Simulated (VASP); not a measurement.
# Ge (I4_1/amd) in VASP: a series of runs

The runs below take Ge through single point, relaxation of shape and atoms at fixed volume, with PBEsol.

Everything below comes from runs of VASP 6.6.1. Logs are shortened: lines on timing, memory, paths and dates and some standing lists are left out, and cuts for length are marked.

### 1 The cell of the first run

Symmetry: I4_1/amd, No. 141, tetragonal system. Conventional cell: a = 5.126 Å, b = 5.126 Å, c = 2.793 Å, α = 90.00°, β = 90.00°, γ = 90.00°. Within 3.5 Å of Ge (site symmetry -4m2) lie 10 Ge at 2.66 to 3.31 Å.

### 2 Single point, PBEsol

File INCAR:

```
SYSTEM = Ge
PREC = Accurate
ENCUT = 520
EDIFF = 1E-6
ISMEAR = 0
SIGMA = 0.15
LREAL = .False.
LASPH = .True.
NELM = 80
ALGO = Normal
ISIF = 2
LWAVE = .False.
LCHARG = .False.
GGA = PS
NBANDS = 21
```

File KPOINTS:

```
Automatic mesh
0
Gamma
  24 24 24
  0 0 0
```

File POSCAR:

```
Ge
1.0
   -2.5630127546      2.5630127546      1.3966622730
    2.5630127546     -2.5630127546      1.3966622730
    2.5630127546      2.5630127546     -1.3966622730
Ge
2
Direct
    0.2500000000      0.7500000000      0.5000000000
    0.5000000000      0.5000000000      0.0000000000
```

Potentials or basis: VASP PAW PBE potentials, release 64 (Ge_d).

The run is started by

```
> cat potpaw_PBE.64/Ge_d/POTCAR > POTCAR
> mpirun -np 1 vasp_std > vasp.out
```

OUTCAR:

```text
SYSTEM = Ge
   PREC = Accurate
   ENCUT = 520
   EDIFF = 1E-6
   ISMEAR = 0
   LREAL = .False.
   LASPH = .True.
   NELM = 80
   ISIF = 2
   GGA = PS

 ion  position               nearest neighbor table
   1  0.250  0.750  0.500-   2 2.66   2 2.66   2 2.66   2 2.66
   2  0.500  0.500  0.000-   1 2.66   1 2.66   1 2.66   1 2.66

  LATTYP: Found a body centered tetragonal cell.
 ALAT       =     5.1260255092
 C/A-ratio  =     0.5449298957

  Lattice vectors:

 A1 = (  -2.5630127546,   2.5630127546,   1.3966622730)
 A2 = (   2.5630127546,  -2.5630127546,   1.3966622730)
 A3 = (   2.5630127546,   2.5630127546,  -1.3966622730)

Analysis of symmetry for initial positions (statically):
=====================================================================
 Subroutine PRICEL returns:
 Original cell was already a primitive cell.

 Routine SETGRP: Setting up the symmetry group for a
 body centered tetragonal supercell.

 Subroutine GETGRP returns: Found 16 space group operations
 (whereof  8 operations were pure point group operations)
 out of a pool of 16 trial point group operations.

The static configuration has the point symmetry D_2d.
 The point group associated with its full space group is D_4h.

Analysis of symmetry for dynamics (positions and initial velocities):
=====================================================================
 Subroutine PRICEL returns:
 Original cell was already a primitive cell.

 Routine SETGRP: Setting up the symmetry group for a
 body centered tetragonal supercell.

 Subroutine GETGRP returns: Found 16 space group operations
 (whereof  8 operations were pure point group operations)
 out of a pool of 16 trial point group operations.

The dynamic configuration has the point symmetry D_2d.
 The point group associated with its full space group is D_4h.

 Subroutine INISYM returns: Found 16 space group operations
 (whereof  8 operations are pure point group operations),
 and found     1 'primitive' translations

----------------------------------------------------------------------------------------

                                     Primitive cell

  volume of cell :      36.6989

  direct lattice vectors                    reciprocal lattice vectors
    -2.563012755  2.563012755  1.396662273     0.000000000  0.195082915  0.357996353
     2.563012755 -2.563012755  1.396662273     0.195082915  0.000000000  0.357996353
     2.563012755  2.563012755 -1.396662273     0.195082915  0.195082915  0.000000000

  length of vectors
     3.884421999  3.884421999  3.884421999     0.407699316  0.407699316  0.275888905

  position of ions in fractional coordinates (direct lattice)
     0.250000000  0.750000000  0.500000000
     0.500000000  0.500000000  0.000000000

  ion indices of the primitive-cell ions
   primitive index   ion index
                 1           1
                 2           2

----------------------------------------------------------------------------------------

 KPOINTS: Automatic mesh

Automatic generation of k-mesh.
 Grid dimensions read from file:
 generate k-points for:   24   24   24

 Generating k-lattice:

  Cartesian coordinates                     Fractional coordinates (reciprocal lattice)
     0.000000000  0.008128455  0.014916515     0.041666667 -0.000000000  0.000000000
     0.008128455  0.000000000  0.014916515    -0.000000000  0.041666667  0.000000000
     0.008128455  0.008128455  0.000000000     0.000000000  0.000000000  0.041666667

  Length of vectors
     0.016987472  0.016987472  0.011495371

  Shift w.r.t. Gamma in fractional coordinates (k-lattice)
     0.000000000  0.000000000  0.000000000

 Subroutine IBZKPT returns following result:
 ===========================================

 Found   1063 irreducible k-points:

 Following reciprocal coordinates:
            Coordinates               Weight
  0.000000  0.000000  0.000000      1.000000
  0.041667  0.000000 -0.000000      8.000000
  0.083333 -0.000000  0.000000      8.000000
  0.125000  0.000000 -0.000000      8.000000
  0.166667 -0.000000  0.000000      8.000000
  0.208333  0.000000  0.000000      8.000000
[... 16 lines left out ...]
  0.416667  0.041667 -0.000000     16.000000
  0.458333  0.041667  0.000000     16.000000
 [... further k-points ...]
   k-points           NKPTS =   1063   k-points in BZ     NKDIM =   1063   number of bands    NBANDS=     21
   number of dos      NEDOS =    301   number of ions     NIONS =      2
   total plane-waves  NPLWV =  27000
   dimension x,y,z NGX =    30 NGY =   30 NGZ =   30
   dimension x,y,z NGXF=    60 NGYF=   60 NGZF=   60
   ions per type =               2
   NGX,Y,Z   is equivalent  to a cutoff of  12.84, 12.84, 12.84 a.u.
   NGXF,Y,Z  is equivalent  to a cutoff of  25.68, 25.68, 25.68 a.u.
 SYSTEM =  Ge
   PREC   = accura    normal or accurate (medium, high low for compatibility)
   ISTART =      0    job   : 0-new  1-cont  2-samecut
   ICHARG =      2    charge: 1-file 2-atom 10-const
   ISPIN  =      1    spin polarized calculation?
   LNONCOLLINEAR =      F non collinear calculations
   LSORBIT =      F    spin-orbit coupling
   LASPH  =      T    aspherical Exc in radial PAW
   ENCUT  =  520.0 eV  38.22 Ry    6.18 a.u.   7.22  7.22  7.22*2*pi/ulx,y,z
   NELM   =     80;   NELMIN=  2; NELMDL= -5     # of ELM steps
   EDIFF  = 0.1E-05   stopping-criterion for ELM
   LREAL  =      F    real-space projection
[... 7 lines left out ...]
   TEBEG  =    0.0;   TEEND  =   0.0 temperature during run
   PSTRESS=    0.0 pullay stress
   NELECT =      28.0000    total number of electrons
   NUPDOWN=      -1.0000    fix difference up-down
   EMIN   =  10.00;   EMAX   =-10.00  energy-range for DOS
   EFERMI =   0.00;   METHOD = LEGACY
   ISMEAR =     0;   SIGMA  =   0.15  broadening in eV -4-tet -1-fermi 0-gaus
   EFERMI_NEDOS =   21; number of points for ismear=-14 and -15
   IALGO  =     38    algorithm
   IMIX   =      4    mixing-type and parameters
     AMIX     =   0.40;   BMIX     =  1.00
     AMIX_MAG =   1.60;   BMIX_MAG =  1.00
  volume/ion in A,a.u.               =      18.35       123.83
  Fermi-wavevector in a.u.,A,eV,Ry     =   1.495925  2.826889 30.447010  2.237792
  Thomas-Fermi vector in A             =   2.608007
   LORBIT       =      0    0 simple, 1 ext, 2 COOP (PROOUT), +10 PAW based schemes
   GGA     = PS    functional components
   LHFCALC =     F    Hartree Fock is set to
   AEXX    =    0.0000 exact exchange contribution
   IVDW    =     0    specifies the selected vdW correction
   LEPSILON=     F    determine dielectric tensor
   LRPA    =     F    only Hartree local field effects (RPA)
 non-spin polarized calculation
 Gauss-broadening in eV      SIGMA  =   0.15
  energy-cutoff  :      520.00
  volume of cell :       36.70
 maximum number of plane-waves:      1006
 NGX is ok and might be reduce to    30
   NGX = 15   NGY = 15   NGZ = 15

 number of electron      28.0000021 magnetization

 Free energy of the ion-electron system (eV)
  ---------------------------------------------------
  ext. energy  EPLUGINS =         0.00000000
  ---------------------------------------------------
  free energy    TOTEN  =        -9.54136320 eV

  energy without entropy =       -9.53306675  energy(sigma->0) =       -9.53721498

 E-fermi :   6.7510     XC(G=0): -11.5179

 val. band max:        6.7480502267   @ k =   0.2083   0.0833   0.0417
 cond. band min:       6.7512330635   @ k =  -0.0417  -0.2500   0.0417
 fundamental gap:      0.0031828367
 Fermi energy:         6.7510480969

 k-point     1 :       0.0000    0.0000    0.0000
  band No.  band energies     occupation
      1     -17.9203      2.00000
      2     -17.8717      2.00000
      3     -17.8425      2.00000
      4     -17.8387      2.00000
      5     -17.7319      2.00000
      6     -17.7319      2.00000
[... 13 lines left out ...]
     20      18.4217      0.00000
     21      19.3783      0.00000

 k-point     2 :       0.0417    0.0000   -0.0000
  band No.  band energies     occupation
      1     -17.9196      2.00000
      2     -17.8693      2.00000
      3     -17.8416      2.00000
      4     -17.8357      2.00000
      5     -17.7341      2.00000
      6     -17.7340      2.00000
[... 13 lines left out ...]
     20      18.4542      0.00000
     21      19.5886      0.00000

 k-point     3 :       0.0833   -0.0000    0.0000
  band No.  band energies     occupation
      1     -17.9175      2.00000
      2     -17.8623      2.00000
      3     -17.8388      2.00000
      4     -17.8273      2.00000
      5     -17.7395      2.00000
      6     -17.7383      2.00000
[... 13 lines left out ...]
     20      18.3447      0.00000
     21      19.0285      0.00000

 k-point     4 :       0.1250    0.0000   -0.0000
  band No.  band energies     occupation
      1     -17.9139      2.00000
      2     -17.8516      2.00000
      3     -17.8344      2.00000
      4     -17.8149      2.00000
      5     -17.7468      2.00000
      6     -17.7426      2.00000
[... 13 lines left out ...]
     20      17.6439      0.00000
     21      18.1179      0.00000

 k-point     5 :       0.1667   -0.0000    0.0000
  band No.  band energies     occupation
      1     -17.9090      2.00000
      2     -17.8386      2.00000
      3     -17.8286      2.00000
      4     -17.8012      2.00000
      5     -17.7553      2.00000
      6     -17.7446      2.00000
[... 13 lines left out ...]
     20      16.8593      0.00000
     21      17.5810      0.00000

 k-point     6 :       0.2083    0.0000    0.0000
  band No.  band energies     occupation
      1     -17.9031      2.00000
      2     -17.8254      2.00000
      3     -17.8221      2.00000
      4     -17.7903      2.00000
      5     -17.7641      2.00000
      6     -17.7425      2.00000
[... 13 lines left out ...]
     20      16.1695      0.00000
     21      17.4460      0.00000

 k-point     7 :       0.2500    0.0000   -0.0000
  band No.  band energies     occupation
      1     -17.8968      2.00000
      2     -17.8158      2.00000
      3     -17.8149      2.00000
      4     -17.7863      2.00000
      5     -17.7723      2.00000
      6     -17.7419      2.00000
[... 13 lines left out ...]
     20      15.5957      0.00000
     21      17.6174      0.00000
[... 291 lines left out ...]
      1     -17.8887      2.00000
      2     -17.8125      2.00000
      3     -17.8043      2.00000
      4     -17.7904      2.00000
      5     -17.7802      2.00000
      6     -17.7540      2.00000
[... 13 lines left out ...]
     20      14.7624      0.00000
     21      18.1429      0.00000

 k-point    21 :       0.3333    0.0417    0.0000
  band No.  band energies     occupation
      1     -17.8841      2.00000
      2     -17.8155      2.00000
      3     -17.8047      2.00000
      4     -17.7971      2.00000
      5     -17.7770      2.00000
      6     -17.7589      2.00000
[... 13 lines left out ...]
     20      15.4673      0.00000
     21      18.7028      0.00000

 k-point    22 :       0.3750    0.0417   -0.0000
  band No.  band energies     occupation
      1     -17.8800      2.00000
      2     -17.8196      2.00000
      3     -17.8130      2.00000
      4     -17.7958      2.00000
      5     -17.7719      2.00000
      6     -17.7627      2.00000
[... 13 lines left out ...]
     20      16.5991      0.00000
     21      19.2916      0.00000

 k-point    23 :       0.4167    0.0417   -0.0000
  band No.  band energies     occupation
      1     -17.8763      2.00000
      2     -17.8239      2.00000
      3     -17.8201      2.00000
      4     -17.7935      2.00000
      5     -17.7672      2.00000
      6     -17.7651      2.00000
[... 13 lines left out ...]
     20      17.8077      0.00000
     21      19.4255      0.00000

 k-point    24 :       0.4583    0.0417    0.0000
  band No.  band energies     occupation
      1     -17.8735      2.00000
      2     -17.8283      2.00000
      3     -17.8221      2.00000
      4     -17.7922      2.00000
      5     -17.7663      2.00000
      6     -17.7639      2.00000
[... 13 lines left out ...]
     20      18.4682      0.00000
     21      19.0335      0.00000

 [... further k-points ...]
[... 5 lines left out ...]
  --------------------------------------------------------------------------------------
  -------------------------------------------------------------------------------------
  Total       -0.0878471     -0.0878471      0.1007125      0.0000000      0.0000000      0.0000000
  in kB       -3.8351731     -3.8351731      4.3968435      0.0000000      0.0000000      0.0000000
  external PRESSURE =      -1.0911676 kB  Pullay stress =       0.0000000 kB

 VOLUME and BASIS-vectors are now :
 -----------------------------------------------------------------------------
  energy-cutoff  :      520.00
  volume of cell :       36.70
      direct lattice vectors                 reciprocal lattice vectors
    -2.563012755  2.563012755  1.396662273     0.000000000  0.195082915  0.357996353
     2.563012755 -2.563012755  1.396662273     0.195082915  0.000000000  0.357996353
     2.563012755  2.563012755 -1.396662273     0.195082915  0.195082915  0.000000000

 POSITION                                       TOTAL-FORCE (eV/Angst)
 -----------------------------------------------------------------------------------
      2.56301      0.00000      0.69833         0.000000     -0.000000     -0.000000
      0.00000      0.00000      1.39666        -0.000000      0.000000      0.000000
 -----------------------------------------------------------------------------------
    total drift:                                0.000000     -0.000000      0.000000

  FREE ENERGIE OF THE ION-ELECTRON SYSTEM (eV)
  ---------------------------------------------------
  free  energy   TOTEN  =        -9.5413632037 eV

  energy  without entropy=       -9.5330667519  energy(sigma->0) =       -9.53721498
```

Run time: 6.8 min. Hardware: 1 thread of Intel Xeon 6975P-C (Granite Rapids), shared host; peak memory 0.68 GiB.

What came out:

```yaml
Free_energy: -9.5414 eV
Pressure: -0.1 GPa
Band_gap_on_the_k_mesh: zero (band 14 reaches 8.77 eV, above the bottom of band 15 at 3.19 eV)
```

Stress tensor (GPa, compression positive):
```
-0.38  0.00  0.00
 0.00 -0.38  0.00
 0.00  0.00  0.44
```

Caveat: the PAW data sets were made with another functional, which shifts forces and pressure a little.

[end of part 1 of 2]
